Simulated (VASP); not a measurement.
# TiAl (P4/mmm) in VASP: notebook

TiAl is run at these levels: PBEsol; tasks: single point.

All numbers are computed with VASP 6.6.1; they aren't measurements. Logs are shortened: lines on timing, memory, paths and dates and some standing lists are left out, and cuts for length are marked.

### Step 1. The cell of the first run

The structure is tetragonal, space group P4/mmm (No. 123). Conventional cell: a = 2.851 Å, b = 2.851 Å, c = 3.765 Å, α = 90.00°, β = 90.00°, γ = 90.00°. Ti (site symmetry 4/mmm) has 8 Al at 2.76 Å and 4 Ti at 2.85 Å within 3.6 Å. Al (site symmetry 4/mmm) has 8 Ti at 2.76 Å and 4 Al at 2.85 Å within 3.6 Å.

### Step 2. Single point, PBEsol (15.30 Å³/atom)

File INCAR:

```
PREC = Accurate
ENCUT = 520
EDIFF = 1E-6
ISMEAR = 0
SIGMA = 0.15
LREAL = False
LASPH = True
NELM = 100
ALGO = Fast
ISIF = 2
LWAVE = False
LCHARG = True
GGA = PS
LELF = True
LVHAR = True
NBANDS = 14
```

File KPOINTS:

```
Automatic mesh
0
Gamma
  16 16 16
```

File POSCAR:

```
TiAl
1.0
    2.8507750825      0.0000000000      0.0000000000
    0.0000000000      2.8507750825      0.0000000000
    0.0000000000      0.0000000000      3.7650186515
Ti Al
1 1
Direct
    0.0000000000      0.0000000000      0.0000000000
    0.5000000000      0.5000000000      0.5000000000
```

Potentials or basis: VASP PAW PBE potentials, release 64 (Ti_sv, Al).

The run is started by

```sh
$ cat potpaw_PBE.64/Ti_sv/POTCAR potpaw_PBE.64/Al/POTCAR > POTCAR
$ mpirun -np 1 vasp_std > vasp.out
```

OUTCAR:

```text
PREC = Accurate
   ENCUT = 520
   EDIFF = 1E-6
   ISMEAR = 0
   LREAL = False
   LASPH = True
   NELM = 100
   ISIF = 2
   GGA = PS

 ion  position               nearest neighbor table
   1  0.000  0.000  0.000-   2 2.76   2 2.76   2 2.76   2 2.76   2 2.76   2 2.76   2 2.76   2 2.76

   2  0.500  0.500  0.500-   1 2.76   1 2.76   1 2.76   1 2.76   1 2.76   1 2.76   1 2.76   1 2.76

  LATTYP: Found a simple tetragonal cell.
 ALAT       =     2.8507750825
 C/A-ratio  =     1.3207000000

  Lattice vectors:

 A1 = (   2.8507750825,   0.0000000000,   0.0000000000)
 A2 = (   0.0000000000,   2.8507750825,   0.0000000000)
 A3 = (   0.0000000000,   0.0000000000,   3.7650186515)

Analysis of symmetry for initial positions (statically):
=====================================================================
 Subroutine PRICEL returns:
 Original cell was already a primitive cell.

 Routine SETGRP: Setting up the symmetry group for a
 simple tetragonal supercell.

 Subroutine GETGRP returns: Found 16 space group operations
 (whereof 16 operations were pure point group operations)
 out of a pool of 16 trial point group operations.

The static configuration has the point symmetry D_4h.

Analysis of symmetry for dynamics (positions and initial velocities):
=====================================================================
 Subroutine PRICEL returns:
 Original cell was already a primitive cell.

 Routine SETGRP: Setting up the symmetry group for a
 simple tetragonal supercell.

 Subroutine GETGRP returns: Found 16 space group operations
 (whereof 16 operations were pure point group operations)
 out of a pool of 16 trial point group operations.

The dynamic configuration has the point symmetry D_4h.

 Subroutine INISYM returns: Found 16 space group operations
 (whereof 16 operations are pure point group operations),
 and found     1 'primitive' translations

----------------------------------------------------------------------------------------

                                     Primitive cell

  volume of cell :      30.5980

  direct lattice vectors                    reciprocal lattice vectors
     2.850775082  0.000000000  0.000000000     0.350781795  0.000000000  0.000000000
     0.000000000  2.850775082  0.000000000     0.000000000  0.350781795  0.000000000
     0.000000000  0.000000000  3.765018652     0.000000000  0.000000000  0.265602934

  length of vectors
     2.850775082  2.850775082  3.765018652     0.350781795  0.350781795  0.265602934

  position of ions in fractional coordinates (direct lattice)
     0.000000000  0.000000000  0.000000000
     0.500000000  0.500000000  0.500000000

  ion indices of the primitive-cell ions
   primitive index   ion index
                 1           1
                 2           2

----------------------------------------------------------------------------------------

 KPOINTS: Automatic mesh

Automatic generation of k-mesh.
 Grid dimensions read from file:
 generate k-points for:   16   16   16

 Generating k-lattice:

  Cartesian coordinates                     Fractional coordinates (reciprocal lattice)
     0.021923862  0.000000000  0.000000000     0.062500000  0.000000000  0.000000000
     0.000000000  0.021923862  0.000000000     0.000000000  0.062500000  0.000000000
     0.000000000  0.000000000  0.016600183     0.000000000  0.000000000  0.062500000

  Length of vectors
     0.021923862  0.021923862  0.016600183

  Shift w.r.t. Gamma in fractional coordinates (k-lattice)
     0.000000000  0.000000000  0.000000000

 Subroutine IBZKPT returns following result:
 ===========================================

 Found    405 irreducible k-points:

 Following reciprocal coordinates:
            Coordinates               Weight
  0.000000  0.000000  0.000000      1.000000
  0.062500  0.000000  0.000000      4.000000
  0.125000  0.000000  0.000000      4.000000
  0.187500  0.000000  0.000000      4.000000
  0.250000  0.000000  0.000000      4.000000
  0.312500  0.000000  0.000000      4.000000
[... 16 lines left out ...]
  0.437500  0.125000  0.000000      8.000000
  0.500000  0.125000  0.000000      4.000000
 [... further k-points ...]
   k-points           NKPTS =    405   k-points in BZ     NKDIM =    405   number of bands    NBANDS=     14
   number of dos      NEDOS =    301   number of ions     NIONS =      2
   total plane-waves  NPLWV =  16128
   dimension x,y,z NGX =    24 NGY =   24 NGZ =   28
   dimension x,y,z NGXF=    48 NGYF=   48 NGZF=   56
   ions per type =               1   1
   NGX,Y,Z   is equivalent  to a cutoff of  14.00, 14.00, 12.36 a.u.
   NGXF,Y,Z  is equivalent  to a cutoff of  27.99, 27.99, 24.73 a.u.
 SYSTEM =  unknown system
   PREC   = accura    normal or accurate (medium, high low for compatibility)
   ISTART =      0    job   : 0-new  1-cont  2-samecut
   ICHARG =      2    charge: 1-file 2-atom 10-const
   ISPIN  =      1    spin polarized calculation?
   LNONCOLLINEAR =      F non collinear calculations
   LSORBIT =      F    spin-orbit coupling
   LASPH  =      T    aspherical Exc in radial PAW
   ENCUT  =  520.0 eV  38.22 Ry    6.18 a.u.   5.30  5.30  7.00*2*pi/ulx,y,z
   NELM   =    100;   NELMIN=  2; NELMDL= -5     # of ELM steps
   EDIFF  = 0.1E-05   stopping-criterion for ELM
   LREAL  =      F    real-space projection
[... 7 lines left out ...]
   TEBEG  =    0.0;   TEEND  =   0.0 temperature during run
   PSTRESS=    0.0 pullay stress
   NELECT =      15.0000    total number of electrons
   NUPDOWN=      -1.0000    fix difference up-down
   EMIN   =  10.00;   EMAX   =-10.00  energy-range for DOS
   EFERMI =   0.00;   METHOD = LEGACY
   ISMEAR =     0;   SIGMA  =   0.15  broadening in eV -4-tet -1-fermi 0-gaus
   EFERMI_NEDOS =   21; number of points for ismear=-14 and -15
   IALGO  =     68    algorithm
   IMIX   =      4    mixing-type and parameters
     AMIX     =   0.40;   BMIX     =  1.00
     AMIX_MAG =   1.60;   BMIX_MAG =  1.00
  volume/ion in A,a.u.               =      15.30       103.24
  Fermi-wavevector in a.u.,A,eV,Ry     =   1.290845  2.439344 22.671141  1.666282
  Thomas-Fermi vector in A             =   2.422652
   LORBIT       =      0    0 simple, 1 ext, 2 COOP (PROOUT), +10 PAW based schemes
   GGA     = PS    functional components
   LHFCALC =     F    Hartree Fock is set to
   AEXX    =    0.0000 exact exchange contribution
   IVDW    =     0    specifies the selected vdW correction
   LEPSILON=     F    determine dielectric tensor
   LRPA    =     F    only Hartree local field effects (RPA)
 non-spin polarized calculation
 RMM-DIIS sequential band-by-band and
 Gauss-broadening in eV      SIGMA  =   0.15
  energy-cutoff  :      520.00
  volume of cell :       30.60
 maximum number of plane-waves:       842
 NGX is ok and might be reduce to    24
   NGX = 11   NGY = 11   NGZ = 15

 number of electron      15.0000002 magnetization

 Free energy of the ion-electron system (eV)
  ---------------------------------------------------
  ext. energy  EPLUGINS =         0.00000000
  ---------------------------------------------------
  free energy    TOTEN  =       -13.21248263 eV

  energy without entropy =      -13.19235487  energy(sigma->0) =      -13.20241875

 E-fermi :   8.9036     XC(G=0): -11.3968

 val. band max:        8.8956781841   @ k =   0.5000   0.1250   0.1250
 cond. band min:       8.9047835674   @ k =   0.5000   0.1250   0.0625
 fundamental gap:      0.0091053832
 Fermi energy:         8.9035935254

 k-point     1 :       0.0000    0.0000    0.0000
  band No.  band energies     occupation
      1     -47.3997      2.00000
      2     -23.8895      2.00000
      3     -23.4953      2.00000
      4     -23.4953      2.00000
      5      -0.3757      2.00000
      6       7.0672      2.00000
      7       7.9210      2.00000
      8       9.5850      0.00000
      9      11.0154      0.00000
     10      11.0154      0.00000
     11      12.0811      0.00000
     12      16.4666      0.00000
     13      16.6700      0.00000
     14      16.6700      0.00000

 k-point     2 :       0.0625    0.0000    0.0000
  band No.  band energies     occupation
      1     -47.3976      2.00000
      2     -23.8874      2.00000
      3     -23.5132      2.00000
      4     -23.4938      2.00000
      5      -0.2988      2.00000
      6       7.1213      2.00000
      7       7.9419      2.00000
      8       9.4009      0.00000
      9      11.0288      0.00000
     10      11.2232      0.00000
     11      11.9944      0.00000
     12      15.8178      0.00000
     13      16.4507      0.00000
     14      16.7849      0.00000

 k-point     3 :       0.1250    0.0000    0.0000
  band No.  band energies     occupation
      1     -47.3917      2.00000
      2     -23.8815      2.00000
      3     -23.5638      2.00000
      4     -23.4894      2.00000
      5      -0.0701      2.00000
      6       7.2714      2.00000
      7       7.9817      2.00000
      8       9.0179      0.28107
      9      11.0672      0.00000
     10      11.6822      0.00000
     11      11.7644      0.00000
     12      14.5406      0.00000
     13      16.3930      0.00000
     14      17.1057      0.00000
[... 324 lines left out ...]
 k-point    23 :       0.4375    0.1250    0.0000
  band No.  band energies     occupation
      1     -47.3398      2.00000
      2     -23.9249      2.00000
      3     -23.8296      2.00000
      4     -23.5208      2.00000
      5       3.3297      2.00000
      6       5.2508      2.00000
      7       7.6388      2.00000
      8       8.8111      1.61659
      9      10.0161      0.00000
     10      10.7272      0.00000
     11      13.1420      0.00000
     12      15.5689      0.00000
     13      15.5871      0.00000
     14      18.2299      0.00000

 k-point    24 :       0.5000    0.1250    0.0000
  band No.  band energies     occupation
      1     -47.3377      2.00000
      2     -23.9416      2.00000
      3     -23.8275      2.00000
      4     -23.5191      2.00000
      5       4.1667      2.00000
      6       4.3640      2.00000
      7       7.5897      2.00000
      8       8.9061      0.98136
      9       9.9150      0.00000
     10      10.7494      0.00000
     11      13.3139      0.00000
     12      15.4612      0.00000
     13      15.9352      0.00000
     14      17.4897      0.00000

 [... further k-points ...]
[... 5 lines left out ...]
  --------------------------------------------------------------------------------------
  -------------------------------------------------------------------------------------
  Total        0.3541178      0.3541178      1.4454580      0.0000000      0.0000000      0.0000000
  in kB       18.5423742     18.5423742     75.6873005      0.0000000      0.0000000      0.0000000
  external PRESSURE =      37.5906830 kB  Pullay stress =       0.0000000 kB

 VOLUME and BASIS-vectors are now :
 -----------------------------------------------------------------------------
  energy-cutoff  :      520.00
  volume of cell :       30.60
      direct lattice vectors                 reciprocal lattice vectors
     2.850775082  0.000000000  0.000000000     0.350781795  0.000000000  0.000000000
     0.000000000  2.850775082  0.000000000     0.000000000  0.350781795  0.000000000
     0.000000000  0.000000000  3.765018652     0.000000000  0.000000000  0.265602934

 POSITION                                       TOTAL-FORCE (eV/Angst)
 -----------------------------------------------------------------------------------
      0.00000      0.00000      0.00000         0.000000      0.000000      0.000000
      1.42539      1.42539      1.88251         0.000000      0.000000      0.000000
 -----------------------------------------------------------------------------------
    total drift:                                0.000000      0.000000      0.000000

  FREE ENERGIE OF THE ION-ELECTRON SYSTEM (eV)
  ---------------------------------------------------
  free  energy   TOTEN  =       -13.2124826260 eV

  energy  without entropy=      -13.1923548733  energy(sigma->0) =      -13.20241875
```

Run time: 7.7 min. Hardware: 1 thread of AMD EPYC 7R13, shared host; peak memory 0.26 GiB.

Results:

| Quantity | Value |
| --- | --- |
| Free energy | -13.2125 eV |
| Pressure | 3.8 GPa |
| Band gap on the k mesh | zero (an odd number of electrons rules out a gap without spin polarisation) |

Caveat: the stress differs along the axes, from 2 to 8 GPa; the PAW data sets were made with another functional, which shifts forces and pressure a little.

### Step 3. Single point, PBEsol (15.30 Å³/atom)

File INCAR:

```
SYSTEM = TiAl
ALGO = Fast
EDIFF = 1E-6
ENCUT = 520
GGA = PS
ISIF = 2
ISMEAR = 0
LASPH = .True.
LCHARG = .True.
LELF = .True.
LREAL = .False.
LVHAR = .True.
LWAVE = .False.
NBANDS = 14
NELM = 60
PREC = Accurate
SIGMA = 0.15
```

File KPOINTS:

```
k-points
0
Gamma
  16 16 16
  0 0 0
```

File POSCAR:

```
TiAl
1.0
    2.7216714778      0.0000000000      0.0000000000
    0.0000000000      2.7216714778      0.0000000000
    0.0000000000      0.0000000000      4.1306808018
Ti Al
1 1
Direct
    0.0000000000      0.0000000000      0.0000000000
    0.5000000000      0.5000000000      0.5000000000
```

Potentials or basis: VASP PAW PBE potentials, release 64 (Ti_sv, Al).

The run is started by

```sh
$ cat potpaw_PBE.64/Ti_sv/POTCAR potpaw_PBE.64/Al/POTCAR > POTCAR
$ mpirun -np 1 vasp_std > vasp.out
```

Wall time 6 min (1 thread of AMD EPYC 7R13, shared host); peak memory 0.26 GiB.

Results (log left out):

```yaml
Free_energy: -13.2326 eV
Pressure: 3.9 GPa
Band_gap_on_the_k_mesh: zero (an odd number of electrons rules out a gap without spin polarisation)
```

Stress tensor (GPa, compression positive):
```
5.52 0.00 0.00
0.00 5.52 0.00
0.00 0.00 0.69
```

Levels at points of the mesh, in eV from the Fermi level:
```
           k point  band 4  band 5  band 6  band 7  band 8  band 9  band 10  band 11  band 12  band 13
(0.00, 0.00, 0.00)  -32.22   -9.35   -2.13   -0.93   -0.82    2.44     2.44     3.71     6.01     9.39
(0.50, 0.00, 0.00)  -32.16   -4.66   -4.42   -2.01   -0.31    1.96     2.85     4.84     4.98     5.28
(0.50, 0.50, 0.00)  -32.59   -3.24   -0.34   -0.32   -0.32   -0.22    -0.22     4.79     5.48     6.17
(0.00, 0.00, 0.50)  -32.22   -7.97   -5.47   -0.80    0.32    2.16     2.16     3.72     8.31     8.91
(0.50, 0.00, 0.50)  -32.16   -5.02   -3.15   -1.22   -0.98    1.22     1.99     2.67     3.80     6.34
(0.50, 0.50, 0.50)  -32.60   -2.71   -2.24   -2.24    2.23    2.35     2.69     4.62     4.62     5.04
```

Caveat: the cell stands under pressure; the PAW data sets were made with another functional, which shifts forces and pressure a little.

### Step 4. Single point, PBEsol (15.30 Å³/atom)

File INCAR:

```
SYSTEM = TiAl
PREC     = Accurate       ! precision mode
ENCUT    = 520            ! plane-wave cutoff, eV
EDIFF    = 1E-7           ! SCF threshold, eV
ISMEAR   = 0              ! smearing method
SIGMA    = 0.15           ! smearing width, eV
LREAL    = .False.        ! projectors in reciprocal space
LASPH    = .True.         ! aspherical terms in the spheres
NELM     = 100            ! most SCF steps
ALGO     = Fast           ! electronic algorithm
ISIF     = 2              ! what is computed and relaxed
LWAVE    = .False.        ! write WAVECAR
LCHARG   = .False.        ! write CHGCAR
GGA      = PS             ! functional
NBANDS   = 14             ! bands
```

File KPOINTS:

```
regular mesh
0
Gamma
  16 16 16
  0 0 0
```

File POSCAR:

```
TiAl
1.0
    2.9860642016      0.0000000000      0.0000000000
    0.0000000000      2.9860642016      0.0000000000
    0.0000000000      0.0000000000      3.4315849804
Ti Al
1 1
Direct
    0.0000000000      0.0000000000      0.0000000000
    0.5000000000      0.5000000000      0.5000000000
```

Potentials or basis: VASP PAW PBE potentials, release 64 (Ti_sv, Al).

The run is started by

```sh
$ cat potpaw_PBE.64/Ti_sv/POTCAR potpaw_PBE.64/Al/POTCAR > POTCAR
$ mpirun -np 1 vasp_std > vasp.out
```

OUTCAR:

```text
SYSTEM = TiAl
   PREC = Accurate
   ENCUT = 520
   EDIFF = 1E-7
   ISMEAR = 0
   LREAL = .False.
   LASPH = .True.
   NELM = 100
   ISIF = 2
   GGA = PS

 ion  position               nearest neighbor table
   1  0.000  0.000  0.000-   2 2.72   2 2.72   2 2.72   2 2.72   2 2.72   2 2.72   2 2.72   2 2.72

   2  0.500  0.500  0.500-   1 2.72   1 2.72   1 2.72   1 2.72   1 2.72   1 2.72   1 2.72   1 2.72

  LATTYP: Found a simple tetragonal cell.
 ALAT       =     2.9860642016
 C/A-ratio  =     1.1492000000

  Lattice vectors:

 A1 = (   2.9860642016,   0.0000000000,   0.0000000000)
[... 590 lines left out ...]
     12      15.8497      0.00000
     13      17.4429      0.00000
     14      18.3553      0.00000

 [... further k-points ...]
[... 5 lines left out ...]
  --------------------------------------------------------------------------------------
  -------------------------------------------------------------------------------------
  Total        0.1019679      0.1019679      1.8714926      0.0000000     -0.0000000      0.0000000
  in kB        5.3392576      5.3392576     97.9953907      0.0000000     -0.0000000      0.0000000
  external PRESSURE =      36.2246353 kB  Pullay stress =       0.0000000 kB

 VOLUME and BASIS-vectors are now :
 -----------------------------------------------------------------------------
  energy-cutoff  :      520.00
  volume of cell :       30.60
      direct lattice vectors                 reciprocal lattice vectors
     2.986064202  0.000000000  0.000000000     0.334888982  0.000000000  0.000000000
     0.000000000  2.986064202  0.000000000     0.000000000  0.334888982  0.000000000
     0.000000000  0.000000000  3.431584980     0.000000000  0.000000000  0.291410531

 POSITION                                       TOTAL-FORCE (eV/Angst)
 -----------------------------------------------------------------------------------
      0.00000      0.00000      0.00000         0.000000      0.000000      0.000000
      1.49303      1.49303      1.71579         0.000000      0.000000      0.000000
 -----------------------------------------------------------------------------------
    total drift:                                0.000000      0.000000      0.000000

  FREE ENERGIE OF THE ION-ELECTRON SYSTEM (eV)
  ---------------------------------------------------
  free  energy   TOTEN  =       -13.0625504249 eV

  energy  without entropy=      -13.0360532092  energy(sigma->0) =      -13.04930182
```

OSZICAR:

```text
N       E                     dE             d eps       ncg     rms          rms(c)
DAV:   1     0.101106706872E+03    0.10111E+03   -0.71213E+03 11352   0.110E+03
DAV:   2    -0.903670015259E+01   -0.11014E+03   -0.10590E+03 11682   0.303E+02
DAV:   3    -0.145646466611E+02   -0.55279E+01   -0.53808E+01 17098   0.650E+01
[... 23 lines left out ...]
RMM:  27    -0.130625499334E+02   -0.23076E-06   -0.22104E-06 10428   0.490E-03    0.347E-04
RMM:  28    -0.130625501247E+02   -0.19132E-06   -0.19913E-06  9339   0.395E-03    0.721E-05
RMM:  29    -0.130625502495E+02   -0.12476E-06   -0.12236E-06  8735   0.347E-03    0.457E-05
RMM:  30    -0.130625503586E+02   -0.10912E-06   -0.11186E-06  8106   0.304E-03    0.372E-05
RMM:  31    -0.130625504249E+02   -0.66301E-07   -0.70949E-07  7840   0.271E-03
   1 F= -.13062550E+02 E0= -.13049302E+02  d E =-.264972E-01
```

Wall time 10 min (1 thread of AMD EPYC 7R13, shared host); peak memory 0.26 GiB.

What came out:

```
Free energy            : -13.0626 eV
Pressure               : 3.6 GPa
Band gap on the k mesh : zero (an odd number of electrons rules out a gap without spin polarisation)
```

Caveat: the stress differs along the axes, from 1 to 10 GPa; the PAW data sets were made with another functional, which shifts forces and pressure a little.

### Step 5. Summary

| cell | further INCAR settings | gap on the mesh (eV) | pressure (GPa) |
| --- | --- | --- | --- |
| a = 2.851, b = 2.851, c = 3.765 Å, 2 atoms | ALGO = Fast; EDIFF = 1e-06; NBANDS = 14 | none | 3.8 |
| a = 2.722, b = 2.722, c = 4.131 Å, 2 atoms | ALGO = Fast; EDIFF = 1e-06; NBANDS = 14 | none | 3.9 |
| a = 2.986, b = 2.986, c = 3.432 Å, 2 atoms | ALGO = Fast; EDIFF = 1e-07; NBANDS = 14 | none | 3.6 |

Alike in all rows: task single point; level PBEsol; potentials or basis VASP PAW PBE potentials, release 64 (Ti_sv, Al); no spin polarisation; k mesh 16 × 16 × 16; cutoff (eV) 520; smearing gaussian 0.15 eV.

Caveats: the PAW data sets were made with another functional, which shifts forces and pressure a little; the stress differs along the axes, from 2 to 8 GPa (at least some runs); the cell stands under pressure (at least some runs); the stress differs along the axes, from 1 to 10 GPa (at least some runs).

Total energies depend on the potentials used, so only differences within one code and one set of settings carry meaning.
